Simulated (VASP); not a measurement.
# In (Im-3m) in VASP: further runs, part 3 of 3

VASP 6.6.1. The steps go on from the part before.

## (4) Single point, PBEsol (volume scaled by 0.85)

Contents of INCAR:

```
SYSTEM = In
  PREC = Accurate
  ENCUT = 520
  EDIFF = 1E-7
  ISMEAR = -1
  SIGMA = 0.1
  LREAL = .FALSE.
  LASPH = .TRUE.
  NELM = 60
  ALGO = Normal
  ISIF = 2
  LWAVE = .FALSE.
  LCHARG = .FALSE.
  GGA = PS
  NBANDS = 12
```

Contents of KPOINTS:

```
regular mesh
0
G
  16 16 16
  0 0 0
```

Contents of POSCAR:

```
In
1.0
   -1.7641912350      1.7641912350      1.7641912350
    1.7641912350     -1.7641912350      1.7641912350
    1.7641912350      1.7641912350     -1.7641912350
In
1
Direct
    0.0000000000      0.0000000000      0.0000000000
```

Potentials or basis: VASP PAW PBE potentials, release 64 (In_d).

Run with:

```
$ cat potpaw_PBE.64/In_d/POTCAR > POTCAR
$ mpirun -np 1 vasp_std > vasp.out
```

OUTCAR:

```text
SYSTEM = In
   PREC = Accurate
   ENCUT = 520
   EDIFF = 1E-7
   ISMEAR = -1
   LREAL = .FALSE.
   LASPH = .TRUE.
   NELM = 60
   ISIF = 2
   GGA = PS

 ion  position               nearest neighbor table
   1  0.000  0.000  0.000-

  LATTYP: Found a body centered cubic cell.
 ALAT       =     3.5283824700

  Lattice vectors:

 A1 = (  -1.7641912350,   1.7641912350,   1.7641912350)
 A2 = (   1.7641912350,  -1.7641912350,   1.7641912350)
 A3 = (   1.7641912350,   1.7641912350,  -1.7641912350)

Analysis of symmetry for initial positions (statically):
=====================================================================
 Subroutine PRICEL returns:
 Original cell was already a primitive cell.

 Routine SETGRP: Setting up the symmetry group for a
 body centered cubic supercell.

 Subroutine GETGRP returns: Found 48 space group operations
 (whereof 48 operations were pure point group operations)
 out of a pool of 48 trial point group operations.

The static configuration has the point symmetry O_h .

Analysis of symmetry for dynamics (positions and initial velocities):
=====================================================================
 Subroutine PRICEL returns:
 Original cell was already a primitive cell.

 Routine SETGRP: Setting up the symmetry group for a
 body centered cubic supercell.

 Subroutine GETGRP returns: Found 48 space group operations
 (whereof 48 operations were pure point group operations)
 out of a pool of 48 trial point group operations.

The dynamic configuration has the point symmetry O_h .

 Subroutine INISYM returns: Found 48 space group operations
 (whereof 48 operations are pure point group operations),
 and found     1 'primitive' translations

----------------------------------------------------------------------------------------

                                     Primitive cell
[... 113 lines left out ...]
   LORBIT       =      0    0 simple, 1 ext, 2 COOP (PROOUT), +10 PAW based schemes
   GGA     = PS    functional components
   LHFCALC =     F    Hartree Fock is set to
   AEXX    =    0.0000 exact exchange contribution
   IVDW    =     0    specifies the selected vdW correction
   LEPSILON=     F    determine dielectric tensor
   LRPA    =     F    only Hartree local field effects (RPA)
 non-spin polarized calculation
  energy-cutoff  :      520.00
  volume of cell :       21.96
 maximum number of plane-waves:       610
   NGX = 11   NGY = 11   NGZ = 11

 number of electron      12.9999992 magnetization

 Free energy of the ion-electron system (eV)
  ---------------------------------------------------
  ext. energy  EPLUGINS =         0.00000000
  ---------------------------------------------------
  free energy    TOTEN  =        -2.86322506 eV

  energy without entropy =       -2.84672205  energy(sigma->0) =       -2.85497355

 E-fermi :   9.5565     XC(G=0): -11.2682

 val. band max:        9.4781543448   @ k =  -0.3750   0.3750   0.0625
 cond. band min:       9.5617169212   @ k =   0.3125   0.0625   0.0625
 fundamental gap:      0.0835625763
 Fermi energy:         9.5564963005

 k-point     1 :       0.0000    0.0000    0.0000
  band No.  band energies     occupation
      1      -5.3334      2.00000
      2      -5.3334      2.00000
      3      -5.3334      2.00000
      4      -4.9002      2.00000
      5      -4.9002      2.00000
      6      -1.3523      2.00000
      7      22.7172      0.00000
      8      22.7172      0.00000
      9      22.7172      0.00000
     10      23.0275      0.00000
     11      23.0275      0.00000
     12      23.0275      0.00000
[... 331 lines left out ...]
 k-point    24 :       0.2500    0.1875    0.0000
  band No.  band energies     occupation
      1      -5.4469      2.00000
      2      -5.3036      2.00000
      3      -4.9694      2.00000
      4      -4.9522      2.00000
      5      -4.8111      2.00000
      6       2.6489      2.00000
      7      10.9764      0.00000
      8      12.8670      0.00000
      9      17.2131      0.00000
     10      22.6042      0.00000
     11      24.0771      0.00000
     12      26.7236      0.00000

 [... further k-points ...]

------------------------ aborting loop because EDIFF is reached ----------------------------------------

  FORCE on cell =-STRESS in cart. coord.  units (eV):
  Direction    XX          YY          ZZ          XY          YZ          ZX
  --------------------------------------------------------------------------------------
  -------------------------------------------------------------------------------------
  Total        1.4750714      1.4750714      1.4750714     -0.0000000     -0.0000000     -0.0000000
  in kB      107.6035654    107.6035654    107.6035654     -0.0000000     -0.0000000     -0.0000000
  external PRESSURE =     107.6035654 kB  Pullay stress =       0.0000000 kB

 VOLUME and BASIS-vectors are now :
 -----------------------------------------------------------------------------
  energy-cutoff  :      520.00
  volume of cell :       21.96
      direct lattice vectors                 reciprocal lattice vectors
    -1.764191235  1.764191235  1.764191235     0.000000000  0.283415987  0.283415987
     1.764191235 -1.764191235  1.764191235     0.283415987  0.000000000  0.283415987
     1.764191235  1.764191235 -1.764191235     0.283415987  0.283415987  0.000000000

 POSITION                                       TOTAL-FORCE (eV/Angst)
 -----------------------------------------------------------------------------------
      0.00000      0.00000      0.00000        -0.000000      0.000000      0.000000
 -----------------------------------------------------------------------------------
    total drift:                                0.000000      0.000000     -0.000000

  FREE ENERGIE OF THE ION-ELECTRON SYSTEM (eV)
  ---------------------------------------------------
  free  energy   TOTEN  =        -2.8632250622 eV

  energy  without entropy=       -2.8467220454  energy(sigma->0) =       -2.85497355
```

OSZICAR:

```text
N       E                     dE             d eps       ncg     rms          rms(c)
DAV:   1     0.763494097080E+02    0.76349E+02   -0.62626E+03  3576   0.142E+03
DAV:   2     0.542177060035E+00   -0.75807E+02   -0.73556E+02  3644   0.292E+02
DAV:   3    -0.285285132185E+01   -0.33950E+01   -0.33798E+01  4176   0.631E+01
DAV:   4    -0.292347352966E+01   -0.70622E-01   -0.70601E-01  4288   0.873E+00
DAV:   5    -0.292641673874E+01   -0.29432E-02   -0.29431E-02  4704   0.164E+00    0.331E+00
DAV:   6    -0.287529385379E+01    0.51123E-01   -0.75082E-02  4332   0.614E+00    0.157E+00
DAV:   7    -0.286436974016E+01    0.10924E-01   -0.20200E-02  5180   0.295E+00    0.362E-01
DAV:   8    -0.286322211857E+01    0.11476E-02   -0.10650E-03  4364   0.579E-01    0.221E-02
DAV:   9    -0.286322395512E+01   -0.18366E-05   -0.15078E-05  4864   0.546E-02    0.148E-02
DAV:  10    -0.286322504197E+01   -0.10868E-05   -0.12241E-06  5048   0.140E-02    0.111E-03
DAV:  11    -0.286322506225E+01   -0.20276E-07   -0.30120E-08  2608   0.280E-03
   1 F= -.28632251E+01 E0= -.28549736E+01  d E =-.165030E-01
```

stdout:

```text
POSCAR found type information on POSCAR In
 POSCAR found :  1 types and       1 ions
 scaLAPACK will be used
 -----------------------------------------------------------------------------
|                                                                             |
|                                                                             |
|     You enforced a specific xc type in the INCAR file but a different       |
|     I HOPE YOU KNOW WHAT YOU ARE DOING!                                     |
|                                                                             |
 -----------------------------------------------------------------------------

 LDA part: xc-table for (Slater+PW92), standard interpolation
 POSCAR, INCAR and KPOINTS ok, starting setup
 FFT: planning ... GRIDC
 FFT: planning ... GRID_SOFT
 FFT: planning ... GRID
 WAVECAR not read
 entering main loop
```

It took 20 s on 1 thread of Intel Xeon Platinum 8259CL at 2.50GHz (Skylake/Cascade Lake), shared host; peak memory 0.16 GiB.

What came out:

```yaml
Free_energy: -2.8632 eV
Pressure: 10.8 GPa
```

Caveat: the PAW data sets were made with another functional, which shifts forces and pressure a little; spin-orbit coupling is left out, which moves the levels of the heavy elements.

## (5) Single point, PBEsol (volume scaled by 0.85)

Contents of INCAR:

```
  ALGO = Normal
  EDIFF = 1E-7
  ENCUT = 520
  GGA = PS
  ISIF = 2
  ISMEAR = -1
  LASPH = True
  LCHARG = False
  LREAL = False
  LWAVE = False
  NBANDS = 12
  NELM = 80
  PREC = Accurate
  SIGMA = 0.1
```

Contents of KPOINTS:

```
k-points
0
Gamma
  16 16 16
```

POSCAR is that of step 4.

Run with:

```
$ cat potpaw_PBE.64/In_d/POTCAR > POTCAR
$ mpirun -np 1 vasp_std > vasp.out
```

Wall time 25 s (1 thread of Intel Xeon Platinum 8259CL at 2.50GHz (Skylake/Cascade Lake), shared host); peak memory 0.16 GiB.

Results (log left out):

```yaml
Free_energy: -2.8632 eV
Pressure: 10.8 GPa
```

Levels at points of the mesh, in eV from the Fermi level:
```
           k point  band 4  band 5  band 6  band 7  band 8  band 9
(0.00, 0.00, 0.00)  -14.46  -14.46  -10.91   13.16   13.16   13.16
(0.50, 0.00, 0.00)  -14.45  -14.18   -4.02   -3.96    6.73    7.90
(0.50, 0.50, 0.50)  -14.25  -14.25    1.19    1.19    1.19    2.37
```

Caveat: the PAW data sets were made with another functional, which shifts forces and pressure a little; spin-orbit coupling is left out, which moves the levels of the heavy elements.

## (6) The runs side by side

```csv
cell,gap on the mesh (eV),pressure (GPa)
"a = 2.794 Å, angles 109.5°, 1 atom",none,56.9
"a = 2.931 Å, angles 109.5°, 1 atom",none,26.3
"a = 3.056 Å, angles 109.5°, 1 atom",none,10.8
```

Alike in all rows: task single point; level PBEsol; potentials or basis VASP PAW PBE potentials, release 64 (In_d); no spin polarisation; k mesh 16 × 16 × 16; cutoff (eV) 520; smearing fermi-dirac 0.1 eV.

Caveats: the PAW data sets were made with another functional, which shifts forces and pressure a little; spin-orbit coupling is left out, which moves the levels of the heavy elements.

Total energies depend on the potentials used, so only differences within one code and one set of settings carry meaning.
